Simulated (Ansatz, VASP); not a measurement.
# One calculation of AlN, two programs

File INCAR:

```
PREC = Accurate ; ENCUT = 600
EDIFF = 1E-6 ; ISMEAR = 0
SIGMA = 0.05 ; LREAL = F
LASPH = T ; NELM = 120
ALGO = Normal ; ISIF = 2
LWAVE = F ; LCHARG = F
GGA = PS ; NBANDS = 16
GGA_COMPAT = F
```

Contents of KPOINTS:

```
Automatic mesh
0
Gamma
  12 12 6
```

Contents of POSCAR:

```
AlN
1.0
    2.8645972347      0.0000000000      0.0000000000
   -1.4322986173      2.4808139768      0.0000000000
    0.0000000000      0.0000000000      5.1827532083
Al N
2 2
Direct
    0.3333333333      0.6666666667      0.0015080761
    0.6666666667      0.3333333333      0.5015080761
    0.3333333333      0.6666666667      0.3834919239
    0.6666666667      0.3333333333      0.8834919239
```

Input for Ansatz:

```yaml
crystal:
  lattice:
    - [2.8645972347, 0.0, 0.0]
    - [-1.4322986173, 2.4808139768, 0.0]
    - [0.0, 0.0, 5.1827532083]
  atoms:
    - { symbol: Al, position: [0.3333333333, 0.6666666667, 0.0015080761] }
    - { symbol: Al, position: [0.6666666667, 0.3333333333, 0.5015080761] }
    - { symbol: "N", position: [0.3333333333, 0.6666666667, 0.3834919239] }
    - { symbol: "N", position: [0.6666666667, 0.3333333333, 0.8834919239] }
basis:
  ecutwfc: 420
kpoints:
  mp_grid: { grid: [12, 12, 6] }
hamiltonian:
  xc: pbesol
scf:
  occupations: { method: gaussian, width: 0.05 }
output:
  forces: true
  stress: true
  eigenvalues: true
```

Change from the starting cell: strain -0.080 along x and y, +0.040 along z, atoms carried along.

Alike in both runs: task single point; functional PBEsol; k mesh 12 × 12 × 6; occupations gaussian, width 0.05 eV; no spin polarisation.

|  | VASP | Ansatz |
| --- | --- | --- |
| version | VASP 6.6.1 | Ansatz 0.2.0 |
| potentials or method | VASP PAW PBE potentials, release 64 (Al, N), cutoff 600 eV | scalar-relativistic, plane waves, PAW |
| valence electrons in the cell | 16 | 16 |

Ansatz gave:

* gap on the k mesh at the Fermi level (eV): 4.49
* least direct gap on the mesh (eV): 4.67
* pressure (GPa): 39.2
* traceless stress, the component that is largest in VASP (GPa): -44.73
* rms of the force components (eV/Å): 1.000

**Question.** Which values does VASP return?

**Answer.** gap on the k mesh at the Fermi level (eV): 4.47; least direct gap on the mesh (eV): 4.69; pressure (GPa): 39.5; traceless stress, the component that is largest in VASP (GPa): -45.40; rms of the force components (eV/Å): 1.021.

VASP's potentials were made for PBE, not for PBEsol. Atom by atom the forces differ by 0.022 eV/Å (rms over components). Both programs put the cell under a high pressure, so it lies far from rest at this level.
